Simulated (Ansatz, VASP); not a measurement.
**One calculation of TaN, two programs**

```
CELL_PARAMETERS angstrom
5.19100 0.00000 0.00000
-2.59550 4.49554 0.00000
0.00000 0.00000 2.90800
ATOMIC_POSITIONS crystal
Ta 0.00000 0.00000 0.00000
Ta 0.33333 0.66667 0.50000
Ta 0.66667 0.33333 0.50000
N 0.50000 0.00000 0.00000
N 0.50000 0.50000 0.00000
N 0.00000 0.50000 0.00000
```

Alike in both runs: task single point; functional LDA; k mesh 2 × 2 × 4; occupations fermi-dirac, width 0.1 eV; no spin polarisation.

|  | VASP | Ansatz |
| --- | --- | --- |
| version | VASP 6.6.1 | Ansatz 0.2.0 |
| potentials or method | VASP PAW LDA potentials, release 64 (Ta_pv, N), cutoff 520 eV | plane waves, PAW |
| valence electrons in the cell | 48 | 54 |

Ansatz gave:

- pressure (GPa): -5.1
- traceless stress, the component that is largest in VASP (GPa): -0.56

Q: What did VASP give for the same quantities?

A: Pressure (GPa): -3.3; traceless stress, the component that is largest in VASP (GPa): -0.06.

LDA's correlation is that of Perdew and Zunger in VASP and of Perdew and Wang (1992) in Ansatz. VASP's potentials hold 48 valence electrons a cell and Ansatz's 54, so a difference there can come from the potentials and not from the codes.

The k mesh is coarse, so the values compare programs but aren't converged. Neither program's run includes spin-orbit coupling.
